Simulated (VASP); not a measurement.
Hf2TaN3, 6 atoms in the cell. It takes space group P6/mmm (No. 191, hexagonal). The conventional cell has a = 4.645 Å, b = 4.645 Å, c = 4.186 Å, α = 90.00°, β = 90.00°, γ = 120.00°. Within 2.8 Å of Hf (site symmetry -6m2) lie 5 N at 2.09 to 2.68 Å and 3 Hf at 2.68 Å. Ta (site symmetry 6/mmm) has 8 N at 2.09 to 2.68 Å within 2.8 Å. Within 2.8 Å of N (site symmetry -6m2) lie 2 Hf at 2.09 Å and 3 N at 2.68 Å and 3 Ta at 2.68 Å. Within 2.8 Å of N (site symmetry 6/mmm) lie 2 Ta at 2.09 Å and 6 Hf at 2.68 Å. The cell was generated, and may not be a known phase.

| Property | Result |
| --- | --- |
| Program | VASP 6.6.1 |
| Task | single point |
| Functional | PBE |
| Potentials or basis | VASP PAW PBE potentials, release 64 (Hf_pv, Ta_pv, N) |
| Cutoff | 520 eV |
| k mesh | 6 × 6 × 4 |
| Occupations | gaussian, width 0.1 eV |
| Spin | no spin polarisation |
| Dipole correction | no |
| Further INCAR settings | ALGO = Normal; EDIFF = 1e-06; NBANDS = 32 |

Potentials or basis: VASP PAW PBE potentials, release 64 (Hf_pv, Ta_pv, N).

Launch:

```console
$ cat potpaw_PBE.64/Hf_pv/POTCAR potpaw_PBE.64/Ta_pv/POTCAR potpaw_PBE.64/N/POTCAR > POTCAR
$ mpirun -np 1 vasp_std > vasp.out
```

Hardware: 1 thread of AMD EPYC 9R45 96-Core Processor (Zen 5) (shared host).

**Question.** How long does it take, and how much memory?

**Answer.** It took 34 s on 1 thread of AMD EPYC 9R45 96-Core Processor (Zen 5), on a shared host, peak memory 0.19 GiB. Counts: scf iterations 16, k points 21.
